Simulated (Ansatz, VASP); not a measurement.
# Sn in VASP and in Ansatz

Contents of INCAR:

```
SYSTEM = Sn
PREC = Accurate ; ENCUT = 520
EDIFF = 1E-8 ; ISMEAR = -1
SIGMA = 0.05 ; LREAL = .False.
LASPH = .True. ; NELM = 60
ALGO = Normal ; ISIF = 2
LWAVE = .False. ; LCHARG = .False.
GGA = PE ; LEFG = .True.
NBANDS = 21 ; KPAR = 4
```

File KPOINTS:

```
Automatic mesh
0
Gamma
  15 15 15
  0 0 0
```

The input POSCAR:

```
Sn
1.0
   -2.9383825000      2.9224760000      1.5906500000
    2.9224760000     -2.9383825000      1.5906500000
    2.9092240000      2.9092240000     -1.6198085000
Sn
2
Direct
    0.0000000000      0.0000000000      0.0000000000
    0.7500000000      0.2500000000      0.5000000000
```

Input for Ansatz:

```yaml
crystal:
  lattice:
    - [-2.9383825, 2.922476, 1.59065]
    - [2.922476, -2.9383825, 1.59065]
    - [2.909224, 2.909224, -1.6198085]
  atoms:
    - { symbol: Sn, position: [0.0, 0.0, 0.0] }
    - { symbol: Sn, position: [0.75, 0.25, 0.5] }
kpoints:
  mp_grid: { grid: [15, 15, 15] }
scf:
  occupations: { method: fermi_dirac, width: 0.05 }
hamiltonian:
  xc: pbe
  pseudopotentials: { kind: all_electron, datasets: crystal }
output:
  forces: true
  stress: true
  eigenvalues: true
  efg: { contact_densities: true }
```

Change from the starting cell: equal xy, yz and zx shear strains of -1 %, crystal datasets.

Alike in both runs: task electric field gradients; functional PBE; k mesh 15 × 15 × 15; occupations fermi-dirac, width 0.05 eV; no spin polarisation.

```csv
,VASP,Ansatz
version,VASP 6.6.1,Ansatz 0.2.0
potentials or method,"VASP PAW PBE potentials, release 64 (Sn_d), cutoff 520 eV","all-electron PAW with datasets made for the crystal, scalar-relativistic"
```

|  | VASP | Ansatz | Ansatz less VASP |
| --- | --- | --- | --- |
| pressure (GPa) | 2.6 | 2.7 | +0.05 |
| traceless stress, the component that is largest in VASP (GPa) | -0.68 | -0.68 | +0.001 |
| rms of the force components (eV/Å) | 0.019 | 0.019 | 0.0000 |
| size of Vzz on the site where it differs most (V/Å²) | 44.5 | 46.2 | +1.73 |

Atom by atom the forces differ by 0.000 eV/Å (rms over components). Ansatz ran all-electron here, and VASP with PAW potentials.
